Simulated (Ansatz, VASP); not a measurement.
# Ag in VASP and in Ansatz

```
CELL_PARAMETERS angstrom
0.00000 2.00105 2.00105
2.00105 0.00000 2.00105
2.00105 2.00105 0.00000
ATOMIC_POSITIONS crystal
Ag 0.00000 0.00000 0.00000
```

Alike in both runs: task single point; functional HF; k mesh 6 × 6 × 6; occupations fermi-dirac, width 0.05 eV; no spin polarisation.

|  | VASP | Ansatz |
| --- | --- | --- |
| version | VASP 6.6.1 | Ansatz 0.2.0 |
| potentials or method | VASP PAW PBE potentials, release 64 (Ag) | Ansatz PAW |
| plane-wave cutoff (eV) | 520 | 420 |
| valence electrons in the cell | 11 | 19 |

|  | VASP | Ansatz | Ansatz less VASP |
| --- | --- | --- | --- |
| gap on the k mesh at the Fermi level (eV) | none | none | - |
| pressure (GPa) | 29.4 | 30.0 | +0.57 |

VASP's potentials were made for PBE, not for HF. A gap of «none» marks a metal or a gap that the smearing closes. Both programs put the cell under a high pressure, so it lies far from rest at this level. With one functional, cell and mesh, what is left measures potentials, basis and numerics. VASP's potentials hold 11 valence electrons a cell and Ansatz's 19, so a difference there can come from the potentials and not from the codes.

The k mesh is coarse, so the values compare programs but aren't converged.
